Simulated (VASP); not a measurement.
Runs of VASP 6.6.1 on CoSi (WC type). The structure is that of space group P-6m2 (No. 187), or close to it. The cells are those of the table. 

```csv
task,cell,gap on the mesh (eV),pressure (GPa)
single point,"a = 2.918, b = 2.918, c = 2.440 Å, angles 90.0, 90.0, 120.0°, 2 atoms",none,114.2
single point,"a = 2.367, b = 2.367, c = 3.296 Å, angles 90.0, 90.0, 120.0°, 2 atoms",none,144.1
single point,"a = 3.280, b = 3.280, c = 2.521 Å, angles 90.0, 90.0, 120.0°, 2 atoms",none,12.1
relaxation of shape and atoms at fixed volume,"relaxed from a = 3.297, b = 3.297, c = 2.496 Å, angles 90.0, 90.0, 120.0°, 2 atoms",none,12.1
single point,"a = 3.063, b = 3.063, c = 2.461 Å, angles 90.0, 90.0, 120.0°, 2 atoms",none,(a)
single point,"a = 3.365, b = 3.365, c = 2.548 Å, angles 90.0, 90.0, 120.0°, 2 atoms",none,-0.1
```

Alike in all rows: level PBE; potentials or basis VASP PAW PBE potentials, release 64 (Co, Si); no spin polarisation; k mesh 16 × 16 × 14; cutoff (eV) 600; smearing fermi-dirac 0.05 eV.

Q: Estimate the missing entries.

A: (a) 62.4.

A gap of «none» marks levels without a gap at the run's occupations.
